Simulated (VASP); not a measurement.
A run of VASP 6.6.1:

INCAR

```
  ALGO = Normal
  EDIFF = 1E-6
  ENCUT = 520
  GGA = PE
  ISIF = 2
  ISMEAR = -1
  LASPH = T
  LCHARG = T
  LELF = T
  LREAL = F
  LVHAR = T
  LWAVE = F
  NBANDS = 28
  NELM = 80
  PREC = Accurate
  SIGMA = 0.02
```

KPOINTS

```
k-points
0
Gamma
  8 8 4
```

POSCAR

```
HfSiO4
1.0
    3.2856932360      0.0000000000      0.0000000000
    0.0000000000      3.2856932360      0.0000000000
    0.0000000000      0.0000000000      5.7004944933
Si Hf O
1 1 4
Direct
    0.5000000000      0.5000000000      0.5000000000
    0.0000000000      0.0000000000      0.0000000000
    0.5000000000      0.0000000000      0.6220427075
    0.0000000000      0.5000000000      0.8236286593
    0.0000000000      0.5000000000      0.3779572925
    0.5000000000      0.0000000000      0.1763713407
```

Potentials or basis: VASP PAW PBE potentials, release 64 (Si, Hf_pv, O).

Run with:

```bash
$ cat potpaw_PBE.64/Si/POTCAR potpaw_PBE.64/Hf_pv/POTCAR potpaw_PBE.64/O/POTCAR > POTCAR
$ mpirun -np 1 vasp_std > vasp.out
```

Hardware: 1 thread of Intel(R) Xeon(R) 6975P-C (Granite Rapids), on a shared host.

Q: Estimate the wall time of this run.

A: Run time: 22 s on 1 thread of Intel(R) Xeon(R) 6975P-C (Granite Rapids), on a shared host, peak memory 0.21 GiB. Counts: scf iterations 14, k points 45.
